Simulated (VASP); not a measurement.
A run of VASP 6.6.1:

Contents of INCAR:

```
SYSTEM = ZnSn2O8
  ALGO = Normal
  EDIFF = 1E-6
  ENCUT = 520
  GGA = PE
  ISIF = 2
  ISMEAR = 0
  LASPH = .True.
  LCHARG = .False.
  LREAL = .False.
  LWAVE = .False.
  NBANDS = 55
  NELM = 100
  PREC = Accurate
  SIGMA = 0.02
```

Contents of KPOINTS:

```
k-points
0
Gamma
  3 3 3
  0 0 0
```

Contents of POSCAR:

```
ZnSn2O8
1.0
    0.0000000000      4.8271903452     -3.2381522545
    0.0000000000     -4.8271903452     -3.2381522545
   -4.8271903452      0.0000000000      3.2381522545
Zn Sn O
1 2 8
Direct
   -0.0945159387      0.4054767749      0.4999927136
   -0.0125916961     -0.0125991539     -0.0000070434
    0.4894577358      0.4894703726      0.0000130511
    0.5400448031      0.7376769518      0.8023617722
    0.0444252060      0.2522560410      0.7921647432
    0.9353150010      0.7376768447      0.1976319415
    0.4600913264      0.2522559339      0.2078308350
    0.5003628274      0.1987743472      0.6984120697
    0.0268585271      0.7531507901      0.7262922631
    0.5003613268      0.8019763235      0.3016141681
    0.0268577550      0.3005513336      0.2736935786
```

Potentials or basis: VASP PAW PBE potentials, release 64 (Zn, Sn_d, O).

The run is started by

```sh
$ cat potpaw_PBE.64/Zn/POTCAR potpaw_PBE.64/Sn_d/POTCAR potpaw_PBE.64/O/POTCAR > POTCAR
$ mpirun -np 1 vasp_std > vasp.out
```

Hardware: 1 thread of Intel Xeon 8259CL, with other jobs on the host.

Problem. How long does it take, and how much memory?

Solution. Wall time 6.4 min on 1 thread of Intel Xeon 8259CL, on a shared host, peak memory 0.36 GiB. Counts: scf iterations 24, k points 10.
